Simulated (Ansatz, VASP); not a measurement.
**AlN: VASP beside Ansatz**

File INCAR:

```
PREC = Accurate
ENCUT = 520
EDIFF = 1E-7
ISMEAR = -1
SIGMA = 0.02
LREAL = False
LASPH = True
NELM = 100
ALGO = Normal
ISIF = 2
LWAVE = False
LCHARG = False
NBANDS = 11
```

Contents of KPOINTS:

```
regular mesh
0
Gamma
  10 10 10
```

The input POSCAR:

```
AlN
1.0
    0.0000000000      1.9845714768      1.9845714768
    1.9845714768      0.0000000000      1.9845714768
    1.9845714768      1.9845714768      0.0000000000
Al N
1 1
Direct
    0.0000000000      0.0000000000      0.0000000000
    0.5000000000      0.5000000000      0.5000000000
```

Input for Ansatz:

```yaml
crystal:
  lattice:
    - [0.0, 1.9845714768, 1.9845714768]
    - [1.9845714768, 0.0, 1.9845714768]
    - [1.9845714768, 1.9845714768, 0.0]
  atoms:
    - { symbol: Al, position: [0.0, 0.0, 0.0] }
    - { symbol: "N", position: [0.5, 0.5, 0.5] }
kpoints:
  mp_grid: { grid: [10, 10, 10] }
  band_path:
    path:
      - [0.0, 0.0, 0.0]
      - [0.5, 0.0, 0.5]
      - [0.625, 0.25, 0.625]
      - [0.375, 0.375, 0.75]
      - [0.0, 0.0, 0.0]
      - [0.5, 0.5, 0.5]
      - [0.5, 0.25, 0.75]
      - [0.5, 0.0, 0.5]
    npoints: 5
scf:
  occupations: { method: fermi_dirac, width: 0.02 }
hamiltonian:
  xc: lda
  pseudopotentials: { kind: all_electron, lapw: { basis_error: 0.001 } }
output:
  forces: true
  stress: true
  eigenvalues: true
```

Change from the starting cell: volume scaled by 1.01.

Alike in both runs: task single point; functional LDA; k mesh 10 × 10 × 10; occupations fermi-dirac, width 0.02 eV; no spin polarisation.

|  | VASP | Ansatz |
| --- | --- | --- |
| version | VASP 6.6.1 | Ansatz 0.2.0 |
| potentials or method | VASP PAW LDA potentials, release 64 (Al, N), cutoff 520 eV | all-electron LAPW, scalar-relativistic |

```csv
,VASP,Ansatz,Ansatz less VASP
gap on the k mesh at the Fermi level (eV),5.01,5.00,-0.007
pressure (GPa),10.0,9.3,-0.73
```

LDA's correlation is that of Perdew and Zunger in VASP and of Perdew and Wang (1992) in Ansatz. Ansatz ran all-electron here, and VASP with PAW potentials.
